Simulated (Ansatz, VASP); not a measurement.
## SnO: VASP beside Ansatz

```
Sn O
1.0
     3.79860    0.00000    0.00000
     0.00000    3.79860    0.00000
     0.00000    0.00000    4.84080
Sn O
2 2
Direct
  0.50000 0.00000 0.23690
  0.00000 0.50000 0.76310
  0.00000 0.00000 0.00000
  0.50000 0.50000 0.00000
```

Alike in both runs: task electric field gradients; functional PBE; k mesh 12 × 12 × 10; occupations fermi-dirac, width 0.05 eV; no spin polarisation.

```csv
,VASP,Ansatz
version,VASP 6.6.1,Ansatz 0.2.0
potentials or method,"VASP PAW PBE potentials, release 64 (Sn_d, O)","plane-wave PAW, scalar-relativistic"
plane-wave cutoff (eV),520,420
valence electrons in the cell,40,40
```

```csv
,VASP,Ansatz,Ansatz less VASP
pressure (GPa),5.1,4.8,-0.25
"traceless stress, the component that is largest in VASP (GPa)",-0.76,-0.78,-0.021
rms of the force components (eV/Å),0.242,0.206,-0.0360
size of Vzz on the site where it differs most (V/Å²),166.3,176.1,+9.86
```

Atom by atom the forces differ by 0.036 eV/Å (rms over components). With one functional, cell and mesh, what is left measures potentials, basis and numerics.
